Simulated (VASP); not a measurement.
A run of VASP 6.6.1:

POSCAR

```
SiC
1.0
    3.0760000000      0.0000000000      0.0000000000
   -1.5380000000      2.6638941420      0.0000000000
    0.0000000000      0.0000000000      5.0480000000
Si C
2 2
Direct
    0.6666666667      0.3333333333      0.5000000000
    0.3333333333      0.6666666667      0.0000000000
    0.6666666667      0.3333333333      0.8850000000
    0.3333333333      0.6666666667      0.3850000000
```

Contents of INCAR.step1:

```
SYSTEM = SiC
PREC     = Accurate       ! precision mode
ENCUT    = 520            ! plane-wave cutoff, eV
EDIFF    = 1E-5           ! SCF threshold, eV
ISMEAR   = -1             ! smearing method
SIGMA    = 0.05           ! smearing width, eV
LREAL    = .False.        ! projectors in reciprocal space
LASPH    = .True.         ! aspherical terms in the spheres
NELM     = 60             ! most SCF steps
ALGO     = Normal         ! electronic algorithm
ISIF     = 2              ! what is computed and relaxed
LWAVE    = .True.         ! write WAVECAR
GGA      = PE             ! functional
NBANDS   = 16             ! bands
```

Contents of INCAR.step2:

```
SYSTEM = SiC
PREC     = Accurate       ! precision mode
ENCUT    = 520            ! plane-wave cutoff, eV
EDIFF    = 1E-6           ! SCF threshold, eV
ISMEAR   = -1             ! smearing method
SIGMA    = 0.05           ! smearing width, eV
LREAL    = .False.        ! projectors in reciprocal space
LASPH    = .True.         ! aspherical terms in the spheres
NELM     = 60             ! most SCF steps
ALGO     = Normal         ! electronic algorithm
ISIF     = 2              ! what is computed and relaxed
LWAVE    = .False.        ! write WAVECAR
LCHARG   = .True.         ! write CHGCAR
GGA      = PE             ! functional
LHFCALC  = .True.         ! exact exchange
AEXX     = 0.25           ! exact-exchange fraction
HFSCREEN = 0.2078699      ! screening, 1/A
PRECFOCK = Normal       
LELF     = .True.         ! ELF
LVHAR    = .True.       
ISTART   = 1            
NBANDS   = 16             ! bands
```

File KPOINTS:

```
Automatic mesh
0
Gamma
  6 6 3
  0 0 0
```

Potentials or basis: VASP PAW PBE potentials, release 64 (Si, C).

Launch:

```bash
$ cat potpaw_PBE.64/Si/POTCAR potpaw_PBE.64/C/POTCAR > POTCAR
$ cp INCAR.step1 INCAR
$ mpirun -np 1 vasp_std > vasp.out
$ cp INCAR.step2 INCAR
$ mpirun -np 1 vasp_std > vasp.out
```

Hardware: 1 thread of Intel(R) Xeon(R) Platinum 8488C (Sapphire Rapids), on a shared host.

How long does it take, and how much memory?

Run time: 9.7 min on 1 thread of Intel(R) Xeon(R) Platinum 8488C (Sapphire Rapids), with other jobs on the host, peak memory 0.25 GiB. Counts: k points 14.
